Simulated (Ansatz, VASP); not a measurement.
Two plane-wave programs on NbPdSe4

```xyz
6
Lattice="3.1210 0.0000 0.0000 0.0000 3.1210 0.0000 0.0000 0.0000 14.3459" Properties=species:S:1:pos:R:3 pbc="T T T"
Nb    0.0000    0.0000    7.1730
Pd    0.0000    0.0000    0.0000
Se    1.5605    1.5605    5.5639
Se    1.5605    1.5605   12.6773
Se    1.5605    1.5605    1.6686
Se    1.5605    1.5605    8.7820
```

Change from the starting cell: species swapped into the MnFeSi4 type (P4/mmm, No. 123).

Alike in both runs: functional PBE; k mesh 12 × 12 × 4; occupations gaussian, width 0.1 eV; no spin polarisation.

Ansatz relaxed the structure, and its values are those at the end. VASP's run is a single point on that final structure, the one shown.

|  | VASP | Ansatz |
| --- | --- | --- |
| version | VASP 6.6.1 | Ansatz 0.2.0 |
| potentials or method | VASP PAW PBE potentials, release 64 (Nb_sv, Pd, Se), cutoff 520 eV | scalar-relativistic, plane waves, PAW |
| valence electrons in the cell | 47 | 95 |

```tsv
	VASP	Ansatz	Ansatz less VASP
gap on the k mesh at the Fermi level (eV)	none	none	-
pressure (GPa)	0.0	0.0	+0.02
```

A gap of «none» marks a metal or a gap that the smearing closes. VASP's potentials hold 47 valence electrons a cell and Ansatz's 95, so a difference there can come from the potentials and not from the codes.
